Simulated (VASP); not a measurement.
# NbP (Pmm2) in VASP: single point with PBEsol

Aim: the single point of NbP with PBEsol.

Everything below comes from runs of VASP 6.6.1. Logs are shortened: lines on timing, memory, paths and dates and some standing lists are left out, and cuts for length are marked.

### Step 1. The cell of the first run

Symmetry: Pmm2, No. 25, orthorhombic system. Conventional cell: a = 3.320 Å, b = 3.320 Å, c = 14.290 Å, α = 90.00°, β = 90.00°, γ = 90.00°. Within 3.4 Å of Nb (site symmetry mm2) lie 6 P at 2.52 Å and 8 Nb at 3.27 to 3.32 Å. Within 3.4 Å of Nb (site symmetry mm2) lie 6 P at 2.52 Å and 6 Nb at 3.27 to 3.32 Å. Within 3.4 Å of Nb (site symmetry mm2) lie 4 P at 2.52 Å and 6 Nb at 3.27 to 3.32 Å. Within 3.4 Å of Nb (site symmetry mm2) lie 6 P at 2.52 Å and 8 Nb at 3.27 to 3.32 Å. P (site symmetry mm2) has 4 Nb at 2.52 Å and 6 P at 3.27 to 3.32 Å within 3.4 Å. Within 3.4 Å of P (site symmetry mm2) lie 6 Nb at 2.52 Å and 8 P at 3.27 to 3.32 Å. P (site symmetry mm2) has 6 Nb at 2.52 Å and 6 P at 3.27 to 3.32 Å within 3.4 Å. Within 3.4 Å of P (site symmetry mm2) lie 6 Nb at 2.52 Å and 8 P at 3.27 to 3.32 Å.

### Step 2. Single point, PBEsol (the distance across one plane changed)

File INCAR:

```
SYSTEM = NbP
PREC     = Accurate       ! precision mode
ENCUT    = 520            ! plane-wave cutoff, eV
EDIFF    = 1E-6           ! SCF threshold, eV
ISMEAR   = 0              ! smearing method
SIGMA    = 0.15           ! smearing width, eV
LREAL    = .FALSE.        ! projectors in reciprocal space
LASPH    = .TRUE.         ! aspherical terms in the spheres
NELM     = 100            ! most SCF steps
ALGO     = Fast           ! electronic algorithm
ISIF     = 2              ! what is computed and relaxed
LWAVE    = .FALSE.        ! write WAVECAR
LCHARG   = .FALSE.        ! write CHGCAR
GGA      = PS             ! functional
NBANDS   = 46             ! bands
```

File KPOINTS:

```
Automatic mesh
0
G
  14 14 4
  0 0 0
```

File POSCAR:

```
NbP
1.0
   -3.3202500371      0.0000000000      0.0000000000
    0.0000000000     -3.3202500371      0.0000000000
    0.0000000000      0.0000000000     14.2903878865
Nb P
4 4
Direct
    0.0000000000      0.0000000000      0.2637940158
    0.5000000000      0.5000000000      0.6588283555
    0.5000000000      0.0000000000      0.0662768459
    0.0000000000      0.5000000000      0.4613111856
    1.0000000000      0.0000000000      0.7238144098
    0.5000000000      0.5000000000      0.3287800700
    1.0000000000      0.5000000000      0.1312629002
    0.5000000000      0.0000000000      0.5262972399
```

Potentials or basis: VASP PAW PBE potentials, release 64 (Nb_sv, P).

Run with:

```sh
> cat potpaw_PBE.64/Nb_sv/POTCAR potpaw_PBE.64/P/POTCAR > POTCAR
> mpirun -np 1 vasp_std > vasp.out
```

OUTCAR:

```text
SYSTEM = NbP
   PREC = Accurate
   ENCUT = 520
   EDIFF = 1E-6
   ISMEAR = 0
   LREAL = .FALSE.
   LASPH = .TRUE.
   NELM = 100
   ISIF = 2
   GGA = PS

 ion  position               nearest neighbor table
   1  0.000  0.000  0.264-   7 2.52   7 2.52   6 2.52   6 2.52   6 2.52   6 2.52
   2  0.500  0.500  0.659-   8 2.52   8 2.52   5 2.52   5 2.52   5 2.52   5 2.52
   3  0.500  0.000  0.066-   7 2.52   7 2.52   7 2.52   7 2.52
   4  0.000  0.500  0.461-   6 2.52   6 2.52   8 2.52   8 2.52   8 2.52   8 2.52
   5  0.000  0.000  0.724-   2 2.52   2 2.52   2 2.52   2 2.52
   6  0.500  0.500  0.329-   4 2.52   4 2.52   1 2.52   1 2.52   1 2.52   1 2.52
   7  0.000  0.500  0.131-   1 2.52   1 2.52   3 2.52   3 2.52   3 2.52   3 2.52
   8  0.500  0.000  0.526-   2 2.52   2 2.52   4 2.52   4 2.52   4 2.52   4 2.52

  LATTYP: Found a simple tetragonal cell.
 ALAT       =     3.3202500371
 C/A-ratio  =     4.3040095556

  Lattice vectors:

 A1 = (  -3.3202500371,   0.0000000000,   0.0000000000)
 A2 = (   0.0000000000,  -3.3202500371,   0.0000000000)
 A3 = (   0.0000000000,   0.0000000000,  14.2903878865)

Analysis of symmetry for initial positions (statically):
=====================================================================
 Subroutine PRICEL returns:
 Original cell was already a primitive cell.

 Routine SETGRP: Setting up the symmetry group for a
 simple tetragonal supercell.

 Subroutine GETGRP returns: Found  4 space group operations
 (whereof  4 operations were pure point group operations)
 out of a pool of 16 trial point group operations.

The static configuration has the point symmetry C_2v.

Analysis of symmetry for dynamics (positions and initial velocities):
=====================================================================
 Subroutine PRICEL returns:
 Original cell was already a primitive cell.

 Routine SETGRP: Setting up the symmetry group for a
 simple tetragonal supercell.

 Subroutine GETGRP returns: Found  4 space group operations
 (whereof  4 operations were pure point group operations)
 out of a pool of 16 trial point group operations.

The dynamic configuration has the point symmetry C_2v.

 Subroutine INISYM returns: Found  4 space group operations
 (whereof  4 operations are pure point group operations),
 and found     1 'primitive' translations

[... 112 lines left out ...]
   ISIF   =      2    stress and relaxation
   ISYM   =      2    0-nonsym 1-usesym 2-fastsym
   POTIM  = 0.5000    time-step for ionic-motion
   TEBEG  =    0.0;   TEEND  =   0.0 temperature during run
   PSTRESS=    0.0 pullay stress
   NELECT =      72.0000    total number of electrons
   NUPDOWN=      -1.0000    fix difference up-down
   EMIN   =  10.00;   EMAX   =-10.00  energy-range for DOS
   EFERMI =   0.00;   METHOD = LEGACY
   ISMEAR =     0;   SIGMA  =   0.15  broadening in eV -4-tet -1-fermi 0-gaus
   EFERMI_NEDOS =   21; number of points for ismear=-14 and -15
   IALGO  =     68    algorithm
   IMIX   =      4    mixing-type and parameters
     AMIX     =   0.40;   BMIX     =  1.00
     AMIX_MAG =   1.60;   BMIX_MAG =  1.00
  volume/ion in A,a.u.               =      19.69       132.89
  Fermi-wavevector in a.u.,A,eV,Ry     =   1.261025  2.382992 21.635778  1.590185
  Thomas-Fermi vector in A             =   2.394505
   LORBIT       =      0    0 simple, 1 ext, 2 COOP (PROOUT), +10 PAW based schemes
   GGA     = PS    functional components
   LHFCALC =     F    Hartree Fock is set to
   AEXX    =    0.0000 exact exchange contribution
   IVDW    =     0    specifies the selected vdW correction
   LEPSILON=     F    determine dielectric tensor
   LRPA    =     F    only Hartree local field effects (RPA)
 non-spin polarized calculation
 RMM-DIIS sequential band-by-band and
 Gauss-broadening in eV      SIGMA  =   0.15
  energy-cutoff  :      520.00
  volume of cell :      157.54
 maximum number of plane-waves:      4280
 NGX is ok and might be reduce to    28
   NGX = 13   NGY = 13   NGZ = 53

 number of electron      71.9999999 magnetization

 Free energy of the ion-electron system (eV)
  ---------------------------------------------------
  ext. energy  EPLUGINS =         0.00000000
  ---------------------------------------------------
  free energy    TOTEN  =       -72.25677754 eV

  energy without entropy =      -72.19701709  energy(sigma->0) =      -72.22689732

 E-fermi :   7.7407     XC(G=0): -10.6107

 val. band max:        7.7400754285   @ k =   0.3571   0.3571   0.2500
 cond. band min:       7.7427844228   @ k =  -0.2857   0.5000   0.5000
 fundamental gap:      0.0027089943
 Fermi energy:         7.7407301782

 k-point     1 :       0.0000    0.0000    0.0000
  band No.  band energies     occupation
      1     -47.2193      2.00000
      2     -46.9925      2.00000
      3     -46.9316      2.00000
      4     -46.8505      2.00000
      5     -23.4153      2.00000
      6     -23.2743      2.00000
[... 1165 lines left out ...]
     45      10.6796      0.00000
     46      10.9906      0.00000

 [... further k-points ...]

------------------------ aborting loop because EDIFF is reached ----------------------------------------

  FORCE on cell =-STRESS in cart. coord.  units (eV):
  Direction    XX          YY          ZZ          XY          YZ          ZX
  --------------------------------------------------------------------------------------
  -------------------------------------------------------------------------------------
  Total       -4.0662693     -3.7214078     -2.3245132      0.0000000      0.0000000      0.0000000
  in kB      -41.3543431    -37.8470688    -23.6405190      0.0000000      0.0000000      0.0000000
  external PRESSURE =     -34.2806436 kB  Pullay stress =       0.0000000 kB

 VOLUME and BASIS-vectors are now :
 -----------------------------------------------------------------------------
  energy-cutoff  :      520.00
  volume of cell :      157.54
      direct lattice vectors                 reciprocal lattice vectors
    -3.320250037  0.000000000  0.000000000    -0.301182137  0.000000000  0.000000000
     0.000000000 -3.320250037  0.000000000     0.000000000 -0.301182137  0.000000000
     0.000000000  0.000000000 14.290387886     0.000000000  0.000000000  0.069977107

 POSITION                                       TOTAL-FORCE (eV/Angst)
 -----------------------------------------------------------------------------------
      0.00000      0.00000      3.76972         0.000000      0.000000     -0.365756
     -1.66013     -1.66013      9.41491         0.000000      0.000000      0.263475
     -1.66013      0.00000      0.94712         0.000000      0.000000      0.878553
      0.00000     -1.66013      6.59232         0.000000      0.000000     -0.267175
      0.00000      0.00000     10.34359         0.000000      0.000000     -0.111719
     -1.66013     -1.66013      4.69839         0.000000      0.000000      0.193676
      0.00000     -1.66013      1.87580         0.000000      0.000000     -0.681717
     -1.66013      0.00000      7.52099         0.000000      0.000000      0.090662
 -----------------------------------------------------------------------------------
    total drift:                               -0.000000     -0.000000      0.007304

  FREE ENERGIE OF THE ION-ELECTRON SYSTEM (eV)
  ---------------------------------------------------
  free  energy   TOTEN  =       -72.2567775395 eV

  energy  without entropy=      -72.1970170947  energy(sigma->0) =      -72.22689732
```

OSZICAR:

```text
N       E                     dE             d eps       ncg     rms          rms(c)
DAV:   1     0.774722179641E+03    0.77472E+03   -0.37686E+04 18136   0.153E+03
DAV:   2    -0.751788190530E+01   -0.78224E+03   -0.76355E+03 22178   0.583E+02
DAV:   3    -0.724997101550E+02   -0.64982E+02   -0.63903E+02 28408   0.128E+02
[... 29 lines left out ...]
RMM:  33    -0.722567733346E+02   -0.21638E-05   -0.21202E-05 21986   0.159E-02    0.330E-02
RMM:  34    -0.722567747180E+02   -0.13835E-05   -0.16265E-05 20861   0.141E-02    0.317E-02
RMM:  35    -0.722567756021E+02   -0.88411E-06   -0.11763E-05 20889   0.138E-02    0.291E-02
RMM:  36    -0.722567766477E+02   -0.10455E-05   -0.10509E-05 19471   0.118E-02    0.294E-02
RMM:  37    -0.722567775395E+02   -0.89178E-06   -0.86535E-06 18880   0.103E-02
   1 F= -.72256778E+02 E0= -.72226897E+02  d E =-.597604E-01
```

stdout:

```text
POSCAR found type information on POSCAR NbP
 POSCAR found :  2 types and       8 ions
 scaLAPACK will be used
 -----------------------------------------------------------------------------
|                                                                             |
|                                                                             |
|     You enforced a specific xc type in the INCAR file but a different       |
[... 98 lines left out ...]
WARNING in EDDRMM: call to ZHEGV failed, returncode =   6  3     25
WARNING in EDDRMM: call to ZHEGV failed, returncode =   6  3     36
WARNING in EDDRMM: call to ZHEGV failed, returncode =   6  3     31
WARNING in EDDRMM: call to ZHEGV failed, returncode =   6  3     29
WARNING in EDDRMM: call to ZHEGV failed, returncode =   8  4     32
WARNING in EDDRMM: call to ZHEGV failed, returncode =   6  3     30
WARNING in EDDRMM: call to ZHEGV failed, returncode =   6  3     29
```

It took 56 min on 1 thread of Oxide Virtual Turin-like, shared host; peak memory 0.98 GiB.

Results:

| Property | Result |
| --- | --- |
| Free energy | -72.2568 eV |
| Pressure | -3.4 GPa |
| Largest force | 0.879 eV/Å |
| Band gap on the k mesh | zero (bands 36 and 37 overlap by 1.43 eV) |

Forces in eV/Å, atoms in the order of the input:
```
Nb   0.000  0.000 -0.366
Nb   0.000  0.000  0.263
Nb   0.000  0.000  0.879
Nb   0.000  0.000 -0.267
P    0.000  0.000 -0.112
P    0.000  0.000  0.194
P    0.000  0.000 -0.682
P    0.000  0.000  0.091
```

Caveat: the cell differs from its parent crystal (the distance across one plane changed); the cell stands under tension; the PAW data sets were made with another functional, which shifts forces and pressure a little.
